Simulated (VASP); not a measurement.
**AlN: relaxation of the atoms with LDA**

The system is AlN.

```
CELL_PARAMETERS angstrom
3.08862 0.00000 0.00000
-1.54431 2.67482 0.00000
0.00000 0.00000 5.07558
ATOMIC_POSITIONS crystal
Al 0.33333 0.66667 0.00152
Al 0.66667 0.33333 0.50152
N 0.33333 0.66667 0.38348
N 0.66667 0.33333 0.88348
```

This cell differs from its parent crystal: engineering shear strain xz +0.0000, normal strain along z +0.0267.

```
Program                : VASP 6.6.1
Task                   : relaxation of the atoms
Functional             : LDA
Potentials or basis    : VASP PAW LDA potentials, release 64 (Al, N)
Cutoff                 : 520 eV
k mesh                 : 9 × 9 × 6
Occupations            : gaussian, width 0.05 eV
Spin                   : no spin polarisation
Dipole correction      : no
Further INCAR settings : ALGO = Normal; EDIFF = 1e-06; IBRION = 2; EDIFFG = -0.01; NSW = 50
```

```json
{
  "Energy gained by relaxing": "1.6 meV/atom",
  "Ionic steps": "3",
  "Pressure after relaxing": "-4.5 GPa",
  "Band gap on the k mesh": "4.30 eV, direct"
}
```

Forces on the atoms (eV/Å):
```
Al   0.000  0.000  0.002
Al   0.000  0.000  0.002
N    0.000  0.000 -0.002
N    0.000  0.000 -0.002
```

Stress tensor (GPa, compression positive):
```
-2.00  0.00  0.00
 0.00 -2.00  0.00
 0.00  0.00 -9.37
```

The path:
```
step  energy change (eV)  largest force (eV/Å)  pressure (GPa)
   1              0.0000                0.2704           -4.35
   2             -0.0064                0.0345           -4.47
   3             -0.0065                0.0021           -4.46
```

Final structure:
```
Al N
1.0
     3.08862    0.00000    0.00000
    -1.54431    2.67482    0.00000
     0.00000    0.00000    5.07558
Al N
2 2
Cartesian
  0.0000 1.7832 0.0194
  1.5443 0.8916 2.5572
  0.0000 1.7832 1.9347
  1.5443 0.8916 4.4725
```

Levels at points of the mesh, in eV from the valence-band top:
```tsv
k point	band 6	band 7	band 8	band 9	band 10	band 11
(0.00, 0.00, 0.00)	-0.01	0.00	0.00	4.30	6.90	10.41
(0.00, 0.00, 0.50)	-0.30	-0.30	-0.30	6.61	6.61	10.14
```

It took 27 s on 1 thread of Intel Xeon 6975P-C (shared host), peak memory 0.15 GiB.

Caveat: the cell differs from its parent crystal (engineering shear strain xz +0.0000, normal strain along z +0.0267). A k mesh can miss the band edges.
